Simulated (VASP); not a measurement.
# SiO2 (I4/mmm) in VASP: further runs, part 2 of 2

VASP 6.6.1.

## Step 3: Single point, r2SCAN

This run uses another cell than the first one, of 17.29 Å³/atom.

POSCAR

```
SiO2
1.0
   -4.4564670289      4.4564670289      2.6122145340
    4.4564670289     -4.4564670289      2.6122145340
    4.4564670289      4.4564670289     -2.6122145340
Si O
4 8
Direct
    0.1770527028      0.1770527028      0.3541054056
    0.8229472972      0.1770527028      0.0000000000
    0.1770527028      0.8229472972      0.0000000000
    0.8229472972      0.8229472972      0.6458945944
    0.5000000000      0.5000000000      0.5000000000
    0.0000000000      0.5000000000      0.0000000000
    0.5000000000      0.0000000000      0.0000000000
    0.0000000000      0.0000000000      0.5000000000
    0.0000000000      0.2093817390      0.2093817390
    0.7906182610      0.0000000000      0.7906182610
    0.2093817390      0.0000000000      0.2093817390
    0.0000000000      0.7906182610      0.7906182610
```

INCAR.step1

```
ALGO     = Normal         # electronic algorithm
EDIFF    = 1E-4           # SCF threshold, eV
ENCUT    = 520            # plane-wave cutoff, eV
GGA      = PE             # functional
ISMEAR   = 0              # smearing method
LASPH    = True           # aspherical terms in the spheres
LCHARG   = False          # write CHGCAR
LREAL    = False          # projectors in reciprocal space
LWAVE    = True           # write WAVECAR
NBANDS   = 44             # bands
NELM     = 60             # most SCF steps
PREC     = Accurate       # precision mode
SIGMA    = 0.02           # smearing width, eV
```

INCAR.step2

```
ALGO     = Normal         # electronic algorithm
EDIFF    = 1E-7           # SCF threshold, eV
ENCUT    = 520            # plane-wave cutoff, eV
ISIF     = 2              # what is computed and relaxed
ISMEAR   = 0              # smearing method
ISTART   = 1            
LASPH    = True           # aspherical terms in the spheres
LCHARG   = False          # write CHGCAR
LMIXTAU  = True         
LREAL    = False          # projectors in reciprocal space
LWAVE    = False          # write WAVECAR
METAGGA  = R2SCAN         # meta-GGA
NBANDS   = 44             # bands
NELM     = 60             # most SCF steps
PREC     = Accurate       # precision mode
SIGMA    = 0.02           # smearing width, eV
```

KPOINTS

```
k-points
0
Gamma
  6 6 6
```

Potentials or basis: VASP PAW PBE potentials, release 64 (Si, O).

Command:

```
$ cat potpaw_PBE.64/Si/POTCAR potpaw_PBE.64/O/POTCAR > POTCAR
$ cp INCAR.step1 INCAR
$ mpirun -np 1 vasp_std > vasp.out
$ cp INCAR.step2 INCAR
$ mpirun -np 1 vasp_std > vasp.out
```

OUTCAR:

```text
EDIFF = 1E-7
   ENCUT = 520
   ISIF = 2
   ISMEAR = 0
   ISTART = 1
   LASPH = True
   LREAL = False
   METAGGA = R2SCAN
   NELM = 60
   PREC = Accurate

 ion  position               nearest neighbor table
   1  0.177  0.177  0.354-   8 1.60   5 1.60   9 1.60  11 1.60
   2  0.823  0.177  0.000-   6 1.60   7 1.60   9 1.60  10 1.60
   3  0.177  0.823  0.000-   6 1.60   7 1.60  11 1.60  12 1.60
   4  0.823  0.823  0.646-   8 1.60   5 1.60  10 1.60  12 1.60
   5  0.500  0.500  0.500-   1 1.60   4 1.60
[... 1359 lines left out ...]

 VOLUME and BASIS-vectors are now :
 -----------------------------------------------------------------------------
  energy-cutoff  :      520.00
  volume of cell :      207.52
      direct lattice vectors                 reciprocal lattice vectors
    -4.456467029  4.456467029  2.612214534     0.000000000  0.112196499  0.191408475
     4.456467029 -4.456467029  2.612214534     0.112196499  0.000000000  0.191408475
     4.456467029  4.456467029 -2.612214534     0.112196499  0.112196499  0.000000000

 POSITION                                       TOTAL-FORCE (eV/Angst)
 -----------------------------------------------------------------------------------
      1.57806      1.57806     -0.00000         0.023991      0.023991      0.000000
     -2.87841      2.87841      2.61221         0.023991     -0.023991     -0.000000
      2.87841     -2.87841      2.61221        -0.023991      0.023991     -0.000000
      2.87841      2.87841      2.61221        -0.023991     -0.023991     -0.000000
      2.22823      2.22823      1.30611         0.000000     -0.000000     -0.000000
      2.22823     -2.22823      1.30611         0.000000     -0.000000     -0.000000
     -2.22823      2.22823      1.30611         0.000000     -0.000000     -0.000000
      2.22823      2.22823     -1.30611         0.000000     -0.000000     -0.000000
      1.86621      0.00000      0.00000        -0.011197     -0.000000     -0.000000
      0.00000      7.04673      0.00000         0.000000      0.011197     -0.000000
      0.00000      1.86621      0.00000         0.000000     -0.011197     -0.000000
      7.04673      0.00000      0.00000         0.011197     -0.000000     -0.000000
 -----------------------------------------------------------------------------------
    total drift:                               -0.000000     -0.000000      0.000000

  FREE ENERGIE OF THE ION-ELECTRON SYSTEM (eV)
  ---------------------------------------------------
  free  energy   TOTEN  =      -119.0160401840 eV

  energy  without entropy=     -119.0160401840  energy(sigma->0) =     -119.01604018
```

Wall time 13 min (1 thread of Intel Xeon 6975P-C (Granite Rapids), shared host); peak memory 0.51 GiB.

Results:

```
Free energy            : -119.0160 eV
Pressure               : 1.1 GPa
Largest force          : 0.034 eV/Å
Band gap on the k mesh : 6.08 eV
```

Forces in eV/Å, atoms in the order of the input:
```
Si   0.024  0.024  0.000
Si   0.024 -0.024  0.000
Si  -0.024  0.024  0.000
Si  -0.024 -0.024  0.000
O    0.000  0.000  0.000
O    0.000  0.000  0.000
O    0.000  0.000  0.000
O    0.000  0.000  0.000
O   -0.011  0.000  0.000
O    0.000  0.011  0.000
O    0.000 -0.011  0.000
O    0.011  0.000  0.000
```

Caveat: the PAW data sets were made with another functional, which shifts forces and pressure a little.
